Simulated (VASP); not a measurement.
Runs of VASP 6.6.1 on MgTl2GaC6N6. The structure is that of space group Fm-3m (No. 225), or close to it. The cells are those of the table. 

```tsv
task	cell	k mesh	cutoff (eV)	gap on the mesh (eV)	pressure (GPa)	largest force (eV/Å)
single point	a = 7.783 Å, angles 60.0°, 16 atoms	6 × 6 × 6	520	none	(a)	0.40
single point	a = 7.771 Å, angles 60.0°, 16 atoms	4 × 4 × 4	520	none	0.5	0.39
relaxation of cell and atoms	relaxed from a = 7.262 Å, angles 60.0°, 16 atoms	4 × 4 × 4	600	none	-0.1	0.03
single point	a = 7.262 Å, angles 60.0°, 16 atoms	4 × 4 × 4	520	none	10.5	(b)
```

Alike in all rows: level PBE; potentials or basis VASP PAW PBE potentials, release 64 (Mg, Tl_d, Ga_d, C, N); no spin polarisation; smearing gaussian 0.1 eV.

Problem. Estimate the missing entries.

Solution. (a) 0.3; (b) 1.67.

Caveats: spin-orbit coupling is left out, which moves the levels of the heavy elements; forces of over 1 eV/Å act on the atoms, so gaps and moduli don't describe the material at rest (some runs).

A k mesh can miss the band edges, and the runs leave out spin-orbit coupling on Ga, Tl.

A gap of «none» marks levels without a gap at the run's occupations.
